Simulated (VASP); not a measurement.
# Sb (Im-3m) in VASP: notebook

The runs below take Sb through single point, with PBE.

Program: VASP 6.6.1. These are calculated values, not measurements. Logs are shortened: lines on timing, memory, paths and dates and some standing lists are left out, and cuts for length are marked.

### 1 The cell of the first run

It takes space group Im-3m (No. 229, cubic). Conventional cell: a = 2.990 Å, b = 2.990 Å, c = 2.990 Å, α = 90.00°, β = 90.00°, γ = 90.00°. Sb (site symmetry m-3m) has 14 Sb at 2.59 to 2.99 Å within 3.4 Å.

### 2 Single point, PBE

Input file INCAR:

```
  PREC = Accurate
  ENCUT = 520
  EDIFF = 1E-6
  ISMEAR = -1
  SIGMA = 0.1
  LREAL = False
  LASPH = True
  NELM = 100
  ALGO = Normal
  ISIF = 2
  LWAVE = False
  LCHARG = False
  GGA = PE
  NBANDS = 8
```

Input file KPOINTS:

```
regular mesh
0
Gamma
  18 18 18
```

Input file POSCAR:

```
Sb
1.0
   -1.4949164229      1.4949164229      1.4949164229
    1.4949164229     -1.4949164229      1.4949164229
    1.4949164229      1.4949164229     -1.4949164229
Sb
1
Direct
    0.0000000000      0.0000000000      0.0000000000
```

Potentials or basis: VASP PAW PBE potentials, release 64 (Sb).

Command:

```console
cat potpaw_PBE.64/Sb/POTCAR > POTCAR
mpirun -np 1 vasp_std > vasp.out
```

OUTCAR:

```text
PREC = Accurate
   ENCUT = 520
   EDIFF = 1E-6
   ISMEAR = -1
   LREAL = False
   LASPH = True
   NELM = 100
   ISIF = 2
   GGA = PE

 ion  position               nearest neighbor table
   1  0.000  0.000  0.000-

  LATTYP: Found a body centered cubic cell.
 ALAT       =     2.9898328458

  Lattice vectors:

 A1 = (  -1.4949164229,   1.4949164229,   1.4949164229)
 A2 = (   1.4949164229,  -1.4949164229,   1.4949164229)
 A3 = (   1.4949164229,   1.4949164229,  -1.4949164229)

Analysis of symmetry for initial positions (statically):
=====================================================================
 Subroutine PRICEL returns:
 Original cell was already a primitive cell.

 Routine SETGRP: Setting up the symmetry group for a
 body centered cubic supercell.

 Subroutine GETGRP returns: Found 48 space group operations
 (whereof 48 operations were pure point group operations)
 out of a pool of 48 trial point group operations.

The static configuration has the point symmetry O_h .

Analysis of symmetry for dynamics (positions and initial velocities):
=====================================================================
 Subroutine PRICEL returns:
 Original cell was already a primitive cell.

 Routine SETGRP: Setting up the symmetry group for a
 body centered cubic supercell.

 Subroutine GETGRP returns: Found 48 space group operations
 (whereof 48 operations were pure point group operations)
 out of a pool of 48 trial point group operations.

The dynamic configuration has the point symmetry O_h .

 Subroutine INISYM returns: Found 48 space group operations
 (whereof 48 operations are pure point group operations),
 and found     1 'primitive' translations

----------------------------------------------------------------------------------------

                                     Primitive cell

  volume of cell :      13.3632

  direct lattice vectors                    reciprocal lattice vectors
    -1.494916423  1.494916423  1.494916423     0.000000000  0.334466859  0.334466859
     1.494916423 -1.494916423  1.494916423     0.334466859  0.000000000  0.334466859
     1.494916423  1.494916423 -1.494916423     0.334466859  0.334466859  0.000000000

  length of vectors
     2.589271198  2.589271198  2.589271198     0.473007568  0.473007568  0.473007568

[... 77 lines left out ...]
   NELM   =    100;   NELMIN=  2; NELMDL= -5     # of ELM steps
   EDIFF  = 0.1E-05   stopping-criterion for ELM
   LREAL  =      F    real-space projection
   EDIFFG = 0.1E-04   stopping-criterion for IOM
   NSW    =      0    number of steps for IOM
   IBRION =     -1    ionic relax: 0-MD 1-quasi-New 2-CG
   NFREE  =      0    steps in history (QN), initial steepest desc. (CG)
   ISIF   =      2    stress and relaxation
   ISYM   =      2    0-nonsym 1-usesym 2-fastsym
   POTIM  = 0.5000    time-step for ionic-motion
   TEBEG  =    0.0;   TEEND  =   0.0 temperature during run
   PSTRESS=    0.0 pullay stress
   NELECT =       5.0000    total number of electrons
   NUPDOWN=      -1.0000    fix difference up-down
   EMIN   =  10.00;   EMAX   =-10.00  energy-range for DOS
   EFERMI =   0.00;   METHOD = LEGACY
   ISMEAR =    -1;   SIGMA  =   0.10  broadening in eV -4-tet -1-fermi 0-gaus
   EFERMI_NEDOS =   21; number of points for ismear=-14 and -15
   IALGO  =     38    algorithm
   IMIX   =      4    mixing-type and parameters
     AMIX     =   0.40;   BMIX     =  1.00
     AMIX_MAG =   1.60;   BMIX_MAG =  1.00
  volume/ion in A,a.u.               =      13.36        90.18
  Fermi-wavevector in a.u.,A,eV,Ry     =   1.179672  2.229257 18.934220  1.391626
  Thomas-Fermi vector in A             =   2.315978
   LORBIT       =      0    0 simple, 1 ext, 2 COOP (PROOUT), +10 PAW based schemes
   GGA     = PE    functional components
   LHFCALC =     F    Hartree Fock is set to
   AEXX    =    0.0000 exact exchange contribution
   IVDW    =     0    specifies the selected vdW correction
   LEPSILON=     F    determine dielectric tensor
   LRPA    =     F    only Hartree local field effects (RPA)
 non-spin polarized calculation
  energy-cutoff  :      520.00
  volume of cell :       13.36
 maximum number of plane-waves:       370
   NGX =  9   NGY =  9   NGZ =  9

 number of electron       4.9999999 magnetization

 Free energy of the ion-electron system (eV)
  ---------------------------------------------------
  ext. energy  EPLUGINS =         0.00000000
  ---------------------------------------------------
  free energy    TOTEN  =         1.04041067 eV

  energy without entropy =        1.05184706  energy(sigma->0) =        1.04612886

 E-fermi :  21.5971     XC(G=0): -13.5839

 val. band max:       21.5845615788   @ k =  -0.4444   0.5000   0.1111
 cond. band min:      21.6139849812   @ k =   0.3333   0.1111   0.1111
 fundamental gap:      0.0294234024
 Fermi energy:        21.5970655130

 k-point     1 :       0.0000    0.0000    0.0000
  band No.  band energies     occupation
      1       0.3538      2.00000
      2      32.4003      0.00000
      3      32.4003      0.00000
      4      32.4003      0.00000
      5      34.9148      0.00000
      6      34.9148      0.00000
      7      34.9148      0.00000
      8      34.9346      0.00000
[... 243 lines left out ...]
 k-point    24 :       0.3889    0.1111   -0.0000
  band No.  band energies     occupation
      1       8.3078      2.00000
      2      12.6293      2.00000
      3      22.3193      0.00146
      4      25.5066      0.00000
      5      30.8377      0.00000
      6      33.8553      0.00000
      7      37.1392      0.00000
      8      40.4080      0.00000

 [... further k-points ...]

------------------------ aborting loop because EDIFF is reached ----------------------------------------

  FORCE on cell =-STRESS in cart. coord.  units (eV):
  Direction    XX          YY          ZZ          XY          YZ          ZX
  --------------------------------------------------------------------------------------
  -------------------------------------------------------------------------------------
  Total       18.8172765     18.8172765     18.8172765      0.0000000      0.0000000      0.0000000
  in kB     2256.0910292   2256.0910292   2256.0910292      0.0000000      0.0000000      0.0000000
  external PRESSURE =    2256.0910292 kB  Pullay stress =       0.0000000 kB

 VOLUME and BASIS-vectors are now :
 -----------------------------------------------------------------------------
  energy-cutoff  :      520.00
  volume of cell :       13.36
      direct lattice vectors                 reciprocal lattice vectors
    -1.494916423  1.494916423  1.494916423     0.000000000  0.334466859  0.334466859
     1.494916423 -1.494916423  1.494916423     0.334466859  0.000000000  0.334466859
     1.494916423  1.494916423 -1.494916423     0.334466859  0.334466859  0.000000000

 POSITION                                       TOTAL-FORCE (eV/Angst)
 -----------------------------------------------------------------------------------
      0.00000      0.00000      0.00000        -0.000000      0.000000     -0.000000
 -----------------------------------------------------------------------------------
    total drift:                                0.000000      0.000000     -0.000000

  FREE ENERGIE OF THE ION-ELECTRON SYSTEM (eV)
  ---------------------------------------------------
  free  energy   TOTEN  =         1.0404106665 eV

  energy  without entropy=        1.0518470573  energy(sigma->0) =        1.04612886
```

OSZICAR:

```text
N       E                     dE             d eps       ncg     rms          rms(c)
DAV:   1     0.104826412316E+02    0.10483E+02   -0.19794E+03  3440   0.441E+02
DAV:   2     0.100641940556E+01   -0.94762E+01   -0.89877E+01  4056   0.623E+01
DAV:   3     0.927087500605E+00   -0.79332E-01   -0.78895E-01  4024   0.630E+00
DAV:   4     0.926952587138E+00   -0.13491E-03   -0.13491E-03  4544   0.293E-01
DAV:   5     0.926952361978E+00   -0.22516E-06   -0.22243E-06  3952   0.776E-03    0.677E+00
DAV:   6     0.100111527124E+01    0.74163E-01   -0.69135E-03  4160   0.581E-01    0.432E+00
DAV:   7     0.103938061608E+01    0.38265E-01   -0.14759E-02  4304   0.863E-01    0.970E-02
DAV:   8     0.104040265576E+01    0.10220E-02   -0.92476E-04  3840   0.201E-01    0.197E-02
DAV:   9     0.104040990131E+01    0.72456E-05   -0.97779E-06  4760   0.215E-02    0.854E-03
DAV:  10     0.104041066655E+01    0.76523E-06   -0.45893E-07  3704   0.529E-03
   1 F= 0.10404107E+01 E0= 0.10461289E+01  d E =-.114364E-01
```

stdout:

```text
POSCAR found type information on POSCAR Sb
 POSCAR found :  1 types and       1 ions
 scaLAPACK will be used
 LDA part: xc-table for (Slater+PW92), standard interpolation
 POSCAR, INCAR and KPOINTS ok, starting setup
 FFT: planning ... GRIDC
 FFT: planning ... GRID_SOFT
 FFT: planning ... GRID
 WAVECAR not read
 entering main loop
```

Run time: 31 s. Hardware: 1 thread of Intel Xeon 8259CL, shared host; peak memory 0.14 GiB.

Results:

```
Free energy : 1.0404 eV
Pressure    : 225.6 GPa
```

Caveat: spin-orbit coupling is left out, which moves the levels of the heavy elements.

### 3 Single point, PBE

Input file INCAR:

```
SYSTEM = Sb
PREC     = Accurate       ! precision mode
ENCUT    = 520            ! plane-wave cutoff, eV
EDIFF    = 1E-6           ! SCF threshold, eV
ISMEAR   = -1             ! smearing method
SIGMA    = 0.1            ! smearing width, eV
LREAL    = .FALSE.        ! projectors in reciprocal space
LASPH    = .TRUE.         ! aspherical terms in the spheres
NELM     = 80             ! most SCF steps
ALGO     = Normal         ! electronic algorithm
ISIF     = 2              ! what is computed and relaxed
LWAVE    = .FALSE.        ! write WAVECAR
LCHARG   = .FALSE.        ! write CHGCAR
GGA      = PE             ! functional
NBANDS   = 8              ! bands
```

Input file KPOINTS:

```
Automatic mesh
0
G
  18 18 18
  0 0 0
```

Input file POSCAR:

```
Sb
1.0
   -1.4948184541      1.4948184541      1.4948184541
    1.4948184541     -1.4948184541      1.4948184541
    1.4948184541      1.4948184541     -1.4948184541
Sb
1
Direct
    0.0000000000      0.0000000000      0.0000000000
```

Potentials or basis: VASP PAW PBE potentials, release 64 (Sb).

Command:

```console
cat potpaw_PBE.64/Sb/POTCAR > POTCAR
mpirun -np 1 vasp_std > vasp.out
```

Run time: 26 s. Hardware: 1 thread of Intel Xeon 8259CL, shared host; peak memory 0.14 GiB.

It converged, with:

```yaml
Free_energy: 1.0441 eV
Pressure: 225.8 GPa
```

Levels at points of the mesh, in eV from the Fermi level:
| k point | band 1 | band 2 | band 3 | band 4 | band 5 | band 6 |
| --- | --- | --- | --- | --- | --- | --- |
| (0.00, 0.00, 0.00) | -21.25 | 10.80 | 10.80 | 10.80 | 13.32 | 13.32 |
| (0.50, 0.00, 0.00) | -11.92 | -11.26 | 3.35 | 4.39 | 7.93 | 9.78 |
| (0.50, 0.50, 0.50) | -4.60 | -4.60 | -4.60 | -0.61 | 1.12 | 1.12 |

Caveat: spin-orbit coupling is left out, which moves the levels of the heavy elements.
